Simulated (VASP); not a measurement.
# Bi (P6_3/mmc) in VASP: notebook

Runs on Bi. Level: r2SCAN. Tasks: single point.

Everything below comes from runs of VASP 6.6.1. Logs are shortened: lines on timing, memory, paths and dates and some standing lists are left out, and cuts for length are marked.

**1. The cell of the first run**

It takes space group P6_3/mmc (No. 194, hexagonal). Conventional cell: a = 4.350 Å, b = 4.350 Å, c = 4.215 Å, α = 90.00°, β = 90.00°, γ = 120.00°. Bi (site symmetry -6m2) has 8 Bi at 3.28 to 4.21 Å within 4.3 Å.

**2. Single point, r2SCAN**

POSCAR reads:

```
Bi
1.0
    4.3498189920      0.0000000000      0.0000000000
   -2.1749094960      3.7670537489      0.0000000000
    0.0000000000      0.0000000000      4.2148850779
Bi
2
Direct
    0.3333333333      0.6666666667      0.2500000000
    0.6666666667      0.3333333333      0.7500000000
```

INCAR.step1 reads:

```
PREC     = Accurate       # precision mode
ENCUT    = 520            # plane-wave cutoff, eV
ISMEAR   = 0              # smearing method
SIGMA    = 0.1            # smearing width, eV
LREAL    = False          # projectors in reciprocal space
LASPH    = True           # aspherical terms in the spheres
NELM     = 100            # most SCF steps
NBANDS   = 22             # bands
GGA      = PE             # functional
ALGO     = Normal         # electronic algorithm
EDIFF    = 1E-4           # SCF threshold, eV
LWAVE    = True           # write WAVECAR
LCHARG   = False          # write CHGCAR
```

INCAR.step2 reads:

```
PREC     = Accurate       # precision mode
ENCUT    = 520            # plane-wave cutoff, eV
EDIFF    = 1E-7           # SCF threshold, eV
ISMEAR   = 0              # smearing method
SIGMA    = 0.1            # smearing width, eV
LREAL    = False          # projectors in reciprocal space
LASPH    = True           # aspherical terms in the spheres
NELM     = 100            # most SCF steps
ALGO     = Normal         # electronic algorithm
ISIF     = 2              # what is computed and relaxed
LWAVE    = False          # write WAVECAR
LCHARG   = False          # write CHGCAR
METAGGA  = R2SCAN         # meta-GGA
LMIXTAU  = True         
NBANDS   = 22             # bands
ISTART   = 1
```

KPOINTS reads:

```
Automatic mesh
0
Gamma
  12 12 8
```

Potentials or basis: VASP PAW PBE potentials, release 64 (Bi_d).

Command:

```
$ cat potpaw_PBE.64/Bi_d/POTCAR > POTCAR
$ cp INCAR.step1 INCAR
$ mpirun -np 1 vasp_std > vasp.out
$ cp INCAR.step2 INCAR
$ mpirun -np 1 vasp_std > vasp.out
```

OUTCAR:

```text
PREC = Accurate
   ENCUT = 520
   EDIFF = 1E-7
   ISMEAR = 0
   LREAL = False
   LASPH = True
   NELM = 100
   ISIF = 2
   METAGGA = R2SCAN
   ISTART = 1

 ion  position               nearest neighbor table
   1  0.333  0.667  0.250-   2 3.28   2 3.28   2 3.28   2 3.28   2 3.28   2 3.28
   2  0.667  0.333  0.750-   1 3.28   1 3.28   1 3.28   1 3.28   1 3.28   1 3.28

  LATTYP: Found a hexagonal cell.
 ALAT       =     4.3498189920
 C/A-ratio  =     0.9689794186

  Lattice vectors:

 A1 = (   4.3498189920,   0.0000000000,   0.0000000000)
 A2 = (  -2.1749094960,   3.7670537489,   0.0000000000)
 A3 = (   0.0000000000,   0.0000000000,   4.2148850779)

Analysis of symmetry for initial positions (statically):
=====================================================================
 Subroutine PRICEL returns:
 Original cell was already a primitive cell.

 Routine SETGRP: Setting up the symmetry group for a
 hexagonal supercell.

 Subroutine GETGRP returns: Found 24 space group operations
 (whereof 12 operations were pure point group operations)
 out of a pool of 24 trial point group operations.

The static configuration has the point symmetry D_3d.
 The point group associated with its full space group is D_6h.

Analysis of symmetry for dynamics (positions and initial velocities):
=====================================================================
 Subroutine PRICEL returns:
 Original cell was already a primitive cell.

 Routine SETGRP: Setting up the symmetry group for a
 hexagonal supercell.

 Subroutine GETGRP returns: Found 24 space group operations
 (whereof 12 operations were pure point group operations)
 out of a pool of 24 trial point group operations.

The dynamic configuration has the point symmetry D_3d.
 The point group associated with its full space group is D_6h.

 Subroutine INISYM returns: Found 24 space group operations
 (whereof 12 operations are pure point group operations),
 and found     1 'primitive' translations

----------------------------------------------------------------------------------------

                                     Primitive cell

  volume of cell :      69.0651

  direct lattice vectors                    reciprocal lattice vectors
     4.349818992  0.000000000  0.000000000     0.229894624  0.132729723  0.000000000
    -2.174909496  3.767053749  0.000000000     0.000000000  0.265459446  0.000000000
     0.000000000  0.000000000  4.214885078     0.000000000  0.000000000  0.237254393

  length of vectors
     4.349818992  4.349818992  4.214885078     0.265459446  0.265459446  0.237254393

  position of ions in fractional coordinates (direct lattice)
     0.333333333  0.666666667  0.250000000
     0.666666667  0.333333333  0.750000000

  ion indices of the primitive-cell ions
   primitive index   ion index
                 1           1
                 2           2

----------------------------------------------------------------------------------------

 KPOINTS: Automatic mesh

Automatic generation of k-mesh.
 Grid dimensions read from file:
 generate k-points for:   12   12    8

 Generating k-lattice:

  Cartesian coordinates                     Fractional coordinates (reciprocal lattice)
     0.019157885  0.011060810  0.000000000     0.083333333  0.000000000  0.000000000
     0.000000000  0.022121620  0.000000000     0.000000000  0.083333333  0.000000000
     0.000000000  0.000000000  0.029656799     0.000000000  0.000000000  0.125000000

  Length of vectors
     0.022121620  0.022121620  0.029656799

  Shift w.r.t. Gamma in fractional coordinates (k-lattice)
     0.000000000  0.000000000  0.000000000

 Subroutine IBZKPT returns following result:
 ===========================================

 Found     95 irreducible k-points:

 Following reciprocal coordinates:
            Coordinates               Weight
  0.000000  0.000000  0.000000      1.000000
  0.083333  0.000000  0.000000      6.000000
  0.166667  0.000000  0.000000      6.000000
  0.250000  0.000000  0.000000      6.000000
  0.333333  0.000000  0.000000      6.000000
  0.416667  0.000000  0.000000      6.000000
[... 16 lines left out ...]
  0.250000  0.000000  0.125000     12.000000
  0.333333  0.000000  0.125000     12.000000
 [... further k-points ...]
   k-points           NKPTS =     95   k-points in BZ     NKDIM =     95   number of bands    NBANDS=     22
   number of dos      NEDOS =    301   number of ions     NIONS =      2
   total plane-waves  NPLWV =  32768
   dimension x,y,z NGX =    32 NGY =   32 NGZ =   32
   dimension x,y,z NGXF=    64 NGYF=   64 NGZF=   64
   ions per type =               2
   NGX,Y,Z   is equivalent  to a cutoff of  12.23, 12.23, 12.62 a.u.
   NGXF,Y,Z  is equivalent  to a cutoff of  24.46, 24.46, 25.24 a.u.
 SYSTEM =  unknown system
   PREC   = accura    normal or accurate (medium, high low for compatibility)
   ISTART =      1    job   : 0-new  1-cont  2-samecut
   ICHARG =      0    charge: 1-file 2-atom 10-const
   ISPIN  =      1    spin polarized calculation?
   LNONCOLLINEAR =      F non collinear calculations
   LSORBIT =      F    spin-orbit coupling
   LASPH  =      T    aspherical Exc in radial PAW
   ENCUT  =  520.0 eV  38.22 Ry    6.18 a.u.   8.09  8.09  7.84*2*pi/ulx,y,z
   NELM   =    100;   NELMIN=  2; NELMDL=  0     # of ELM steps
   EDIFF  = 0.1E-06   stopping-criterion for ELM
   LREAL  =      F    real-space projection
   EDIFFG = 0.1E-05   stopping-criterion for IOM
   NSW    =      0    number of steps for IOM
   IBRION =     -1    ionic relax: 0-MD 1-quasi-New 2-CG
   NFREE  =      0    steps in history (QN), initial steepest desc. (CG)
   ISIF   =      2    stress and relaxation
   ISYM   =      2    0-nonsym 1-usesym 2-fastsym
   POTIM  = 0.5000    time-step for ionic-motion
   TEBEG  =    0.0;   TEEND  =   0.0 temperature during run
   PSTRESS=    0.0 pullay stress
   NELECT =      30.0000    total number of electrons
   NUPDOWN=      -1.0000    fix difference up-down
   EMIN   =  10.00;   EMAX   =-10.00  energy-range for DOS
   EFERMI =   0.00;   METHOD = LEGACY
   ISMEAR =     0;   SIGMA  =   0.10  broadening in eV -4-tet -1-fermi 0-gaus
   EFERMI_NEDOS =   21; number of points for ismear=-14 and -15
   IALGO  =     38    algorithm
   IMIX   =      4    mixing-type and parameters
     AMIX     =   0.40;   BMIX     =  1.00
     AMIX_MAG =   1.60;   BMIX_MAG =  1.00
  volume/ion in A,a.u.               =      34.53       233.04
  Fermi-wavevector in a.u.,A,eV,Ry     =   1.239831  2.342940 20.914601  1.537180
  Thomas-Fermi vector in A             =   2.374297
   LORBIT       =      0    0 simple, 1 ext, 2 COOP (PROOUT), +10 PAW based schemes
   METAGGA = R2SCAN    functional components
   LHFCALC =     F    Hartree Fock is set to
   AEXX    =    0.0000 exact exchange contribution
   IVDW    =     0    specifies the selected vdW correction
   LEPSILON=     F    determine dielectric tensor
   LRPA    =     F    only Hartree local field effects (RPA)
 non-spin polarized calculation
 Gauss-broadening in eV      SIGMA  =   0.10
  energy-cutoff  :      520.00
  volume of cell :       69.07
 maximum number of plane-waves:      1881
   NGX = 17   NGY = 17   NGZ = 15

 number of electron      30.0000002 magnetization

 Free energy of the ion-electron system (eV)
  ---------------------------------------------------
  ext. energy  EPLUGINS =         0.00000000
  ---------------------------------------------------
  free energy    TOTEN  =      -116.69866395 eV

  energy without entropy =     -116.69307343  energy(sigma->0) =     -116.69586869

 E-fermi :   6.4856     XC(G=0): -10.3539

 val. band max:        6.4670890793   @ k =   0.1667   0.0833   0.2500
 cond. band min:       6.5300617322   @ k =   0.1667   0.0000   0.2500
 fundamental gap:      0.0629726529
 Fermi energy:         6.4856193185

 k-point     1 :       0.0000    0.0000    0.0000
  band No.  band energies     occupation
      1     -17.0950      2.00000
      2     -17.0950      2.00000
      3     -17.0704      2.00000
      4     -16.9658      2.00000
      5     -16.9658      2.00000
      6     -16.9557      2.00000
[... 14 lines left out ...]
     21      15.9994      0.00000
     22      15.9994      0.00000

 k-point     2 :       0.0833    0.0000    0.0000
  band No.  band energies     occupation
      1     -17.0976      2.00000
      2     -17.0925      2.00000
      3     -17.0696      2.00000
      4     -16.9748      2.00000
      5     -16.9743      2.00000
      6     -16.9485      2.00000
[... 14 lines left out ...]
     21      15.4000      0.00000
     22      15.8678      0.00000

 k-point     3 :       0.1667    0.0000    0.0000
  band No.  band energies     occupation
      1     -17.1043      2.00000
      2     -17.0854      2.00000
      3     -17.0683      2.00000
      4     -16.9847      2.00000
      5     -16.9844      2.00000
      6     -16.9409      2.00000
[... 14 lines left out ...]
     21      14.8667      0.00000
     22      15.6506      0.00000

 k-point     4 :       0.2500    0.0000    0.0000
  band No.  band energies     occupation
      1     -17.1131      2.00000
      2     -17.0746      2.00000
      3     -17.0685      2.00000
      4     -16.9918      2.00000
      5     -16.9896      2.00000
      6     -16.9369      2.00000
[... 14 lines left out ...]
     21      15.6272      0.00000
     22      16.0435      0.00000

 k-point     5 :       0.3333    0.0000    0.0000
  band No.  band energies     occupation
      1     -17.1215      2.00000
      2     -17.0712      2.00000
      3     -17.0623      2.00000
      4     -16.9964      2.00000
      5     -16.9886      2.00000
      6     -16.9363      2.00000
[... 417 lines left out ...]
 k-point    22 :       0.1667    0.0000    0.1250
  band No.  band energies     occupation
      1     -17.1094      2.00000
      2     -17.0945      2.00000
      3     -17.0579      2.00000
      4     -16.9882      2.00000
      5     -16.9767      2.00000
      6     -16.9493      2.00000
[... 14 lines left out ...]
     21      14.8563      0.00000
     22      15.2753      0.00000

 k-point    23 :       0.2500    0.0000    0.1250
  band No.  band energies     occupation
      1     -17.1142      2.00000
      2     -17.0853      2.00000
      3     -17.0535      2.00000
      4     -16.9926      2.00000
      5     -16.9774      2.00000
      6     -16.9490      2.00000
[... 14 lines left out ...]
     21      14.9954      0.00000
     22      15.5301      0.00000

 k-point    24 :       0.3333    0.0000    0.1250
  band No.  band energies     occupation
      1     -17.1185      2.00000
      2     -17.0765      2.00000
      3     -17.0473      2.00000
      4     -16.9970      2.00000
      5     -16.9826      2.00000
      6     -16.9406      2.00000
[... 14 lines left out ...]
     21      14.9553      0.00000
     22      15.5368      0.00000

 [... further k-points ...]

------------------------ aborting loop because EDIFF is reached ----------------------------------------

  FORCE on cell =-STRESS in cart. coord.  units (eV):
  Direction    XX          YY          ZZ          XY          YZ          ZX
  --------------------------------------------------------------------------------------
  -------------------------------------------------------------------------------------
  Total       -0.0353455     -0.0353455     -0.0130957      0.0000000     -0.0000000      0.0000000
  in kB       -0.8199472     -0.8199472     -0.3037952      0.0000000     -0.0000000      0.0000000
  external PRESSURE =      -0.6478965 kB  Pullay stress =       0.0000000 kB

 VOLUME and BASIS-vectors are now :
 -----------------------------------------------------------------------------
  energy-cutoff  :      520.00
  volume of cell :       69.07
      direct lattice vectors                 reciprocal lattice vectors
     4.349818992  0.000000000  0.000000000     0.229894624  0.132729723  0.000000000
    -2.174909496  3.767053749  0.000000000     0.000000000  0.265459446  0.000000000
     0.000000000  0.000000000  4.214885078     0.000000000  0.000000000  0.237254393

 POSITION                                       TOTAL-FORCE (eV/Angst)
 -----------------------------------------------------------------------------------
     -0.00000      2.51137      1.05372         0.000000     -0.000000      0.000000
      2.17491      1.25568      3.16116        -0.000000      0.000000      0.000000
 -----------------------------------------------------------------------------------
    total drift:                               -0.000000      0.000000      0.000000

  FREE ENERGIE OF THE ION-ELECTRON SYSTEM (eV)
  ---------------------------------------------------
  free  energy   TOTEN  =      -116.6986639454 eV

  energy  without entropy=     -116.6930734298  energy(sigma->0) =     -116.69586869
```

Run time: 4.2 min. Hardware: 1 thread of Intel Xeon Platinum 8259CL at 2.50GHz (Skylake/Cascade Lake), shared host; peak memory 0.26 GiB.

Results:

| Property | Result |
| --- | --- |
| Free energy | -116.6987 eV |
| Pressure | -0.1 GPa |
| Band gap on the k mesh | zero (band 15 reaches 7.34 eV, above the bottom of band 16 at 4.63 eV) |

Caveat: the PAW data sets were made with another functional, which shifts forces and pressure a little; spin-orbit coupling is left out, which moves the levels of the heavy elements.

**3. Single point, r2SCAN**

This run uses another cell than the first one, of 34.45 Å³/atom, 0.998 times its volume.

POSCAR reads:

```
Bi
1.0
    4.3438311344      0.0000000000      0.0000000000
   -2.1719155672      3.7618681121      0.0000000000
    0.0000000000      0.0000000000      4.2169526165
Bi
2
Direct
    0.3333333333      0.6666666667      0.2500000000
    0.6666666667      0.3333333333      0.7500000000
```

INCAR.step1 reads:

```
SYSTEM = Bi
  PREC = Accurate
  ENCUT = 520
  ISMEAR = 0
  SIGMA = 0.1
  LREAL = .False.
  LASPH = .True.
  NELM = 100
  NBANDS = 22
  GGA = PE
  ALGO = Normal
  EDIFF = 1E-4
  LWAVE = .True.
  LCHARG = .False.
```

INCAR.step2 reads:

```
SYSTEM = Bi
  PREC = Accurate
  ENCUT = 520
  EDIFF = 1E-6
  ISMEAR = 0
  SIGMA = 0.1
  LREAL = .False.
  LASPH = .True.
  NELM = 100
  ALGO = Normal
  ISIF = 2
  LWAVE = .False.
  LCHARG = .False.
  METAGGA = R2SCAN
  LMIXTAU = .True.
  NBANDS = 22
  ISTART = 1
```

KPOINTS reads:

```
Automatic mesh
0
Gamma
  12 12 10
  0 0 0
```

Potentials or basis: VASP PAW PBE potentials, release 64 (Bi_d).

Command:

```
$ cat potpaw_PBE.64/Bi_d/POTCAR > POTCAR
$ cp INCAR.step1 INCAR
$ mpirun -np 1 vasp_std > vasp.out
$ cp INCAR.step2 INCAR
$ mpirun -np 1 vasp_std > vasp.out
```

OUTCAR:

```text
SYSTEM = Bi
   PREC = Accurate
   ENCUT = 520
   EDIFF = 1E-6
   ISMEAR = 0
   LREAL = .False.
   LASPH = .True.
   NELM = 100
   ISIF = 2
   METAGGA = R2SCAN
   ISTART = 1

 ion  position               nearest neighbor table
   1  0.333  0.667  0.250-   2 3.28   2 3.28   2 3.28   2 3.28   2 3.28   2 3.28
   2  0.667  0.333  0.750-   1 3.28   1 3.28   1 3.28   1 3.28   1 3.28   1 3.28

  LATTYP: Found a hexagonal cell.
 ALAT       =     4.3438311344
 C/A-ratio  =     0.9707911026

  Lattice vectors:

[... 789 lines left out ...]
------------------------ aborting loop because EDIFF is reached ----------------------------------------

  FORCE on cell =-STRESS in cart. coord.  units (eV):
  Direction    XX          YY          ZZ          XY          YZ          ZX
  --------------------------------------------------------------------------------------
  -------------------------------------------------------------------------------------
  Total       -0.0111031     -0.0111031      0.0016304      0.0000000     -0.0000000     -0.0000000
  in kB       -0.2581548     -0.2581548      0.0379087      0.0000000     -0.0000000     -0.0000000
  external PRESSURE =      -0.1594670 kB  Pullay stress =       0.0000000 kB

 VOLUME and BASIS-vectors are now :
 -----------------------------------------------------------------------------
  energy-cutoff  :      520.00
  volume of cell :       68.91
      direct lattice vectors                 reciprocal lattice vectors
     4.343831134  0.000000000  0.000000000     0.230211527  0.132912687  0.000000000
    -2.171915567  3.761868112  0.000000000     0.000000000  0.265825375  0.000000000
     0.000000000  0.000000000  4.216952617     0.000000000  0.000000000  0.237138069

 POSITION                                       TOTAL-FORCE (eV/Angst)
 -----------------------------------------------------------------------------------
     -0.00000      2.50791      1.05424         0.000000     -0.000000      0.000000
      2.17192      1.25396      3.16271        -0.000000      0.000000      0.000000
 -----------------------------------------------------------------------------------
    total drift:                                0.000000     -0.000000      0.000000

  FREE ENERGIE OF THE ION-ELECTRON SYSTEM (eV)
  ---------------------------------------------------
  free  energy   TOTEN  =      -116.6964797214 eV

  energy  without entropy=     -116.6917183910  energy(sigma->0) =     -116.69409906
```

It took 4.7 min on 1 thread of Intel Xeon Platinum 8259CL at 2.50GHz (Skylake/Cascade Lake), shared host; peak memory 0.27 GiB.

What came out:

| Property | Result |
| --- | --- |
| Free energy | -116.6965 eV |
| Pressure | 0.0 GPa |
| Band gap on the k mesh | zero (band 15 reaches 7.37 eV, above the bottom of band 16 at 4.64 eV) |

Caveat: the PAW data sets were made with another functional, which shifts forces and pressure a little; spin-orbit coupling is left out, which moves the levels of the heavy elements.
